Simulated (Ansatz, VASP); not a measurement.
One calculation of GaN, two programs

```
Ga N
1.0
     0.00000    2.10852    2.10852
     2.10852    0.00000    2.10852
     2.10852    2.10852    0.00000
Ga N
1 1
Direct
  0.50000 0.50000 0.50000
  0.00000 0.00000 0.00000
```

Alike in both runs: task single point; functional PBE-based global hybrid with a share of 0.5 of exact exchange; k mesh 6 × 6 × 6; no spin polarisation.

|  | VASP | Ansatz |
| --- | --- | --- |
| version | VASP 6.6.1 | Ansatz 0.2.0 |
| potentials or method | VASP PAW PBE potentials, release 64 (Ga_d, N) | plane waves |
| plane-wave cutoff (eV) | 520 | 420 |
| occupations | gaussian, width 0.01 eV | fixed |
| valence electrons in the cell | 18 | 18 |

```csv
,VASP,Ansatz,Ansatz less VASP
gap on the k mesh at the Fermi level (eV),4.80,4.75,-0.048
pressure (GPa),-9.6,-10.5,-0.92
```

VASP's potentials were made for PBE, not for PBE-based global hybrid. Ansatz's warnings: stress exchange threshold loose, stress scf threshold loose.

The k mesh is coarse, so the values compare programs but aren't converged.
